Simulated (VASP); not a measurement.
# SiMo3: single point with LDA

SiMo3:

```
Mo Si
1.0
     4.88900    0.00000    0.00000
     0.00000    4.88900    0.00000
     0.00000    0.00000    4.88900
Mo Si
6 2
Direct
  0.00000 0.50000 0.25000
  0.00000 0.50000 0.75000
  0.50000 0.25000 0.00000
  0.75000 0.00000 0.50000
  0.50000 0.75000 0.00000
  0.25000 0.00000 0.50000
  0.50000 0.50000 0.50000
  0.00000 0.00000 0.00000
```

| Item | Value |
| --- | --- |
| Program | VASP 6.6.1 |
| Task | single point |
| Functional | LDA |
| Potentials or basis | VASP PAW LDA potentials, release 64 (Mo_sv, Si) |
| Cutoff | 490 eV |
| k mesh | 13 × 13 × 13 |
| Occupations | tetrahedron, width 0.1 eV |
| Spin | no spin polarisation |
| Tolerance level | standard |
| Purpose | density of states |
| K density | 6 × 6 × 6 |
| Further INCAR settings | ALGO = Normal; EDIFF = 1e-06; NBANDS = 74 |

| Item | Value |
| --- | --- |
| Valence electrons inside the program's atomic spheres | Mo 12.64; Si 1.62 |
| Density of states at the Fermi level | 0.43 states/eV/atom |

Levels at points of the mesh, in eV from the Fermi level:
| k point | band 43 | band 44 | band 45 | band 46 | band 47 | band 48 | band 49 | band 50 |
| --- | --- | --- | --- | --- | --- | --- | --- | --- |
| (0.00, 0.00, 0.00) | -1.57 | -1.57 | 1.24 | 1.24 | 1.24 | 1.98 | 2.36 | 2.36 |

It took 2 min on 4 MPI ranks on AMD EPYC 7R43 64-Core Processor (Zen 3), with other jobs on the host, peak memory 0.46 GiB a rank.
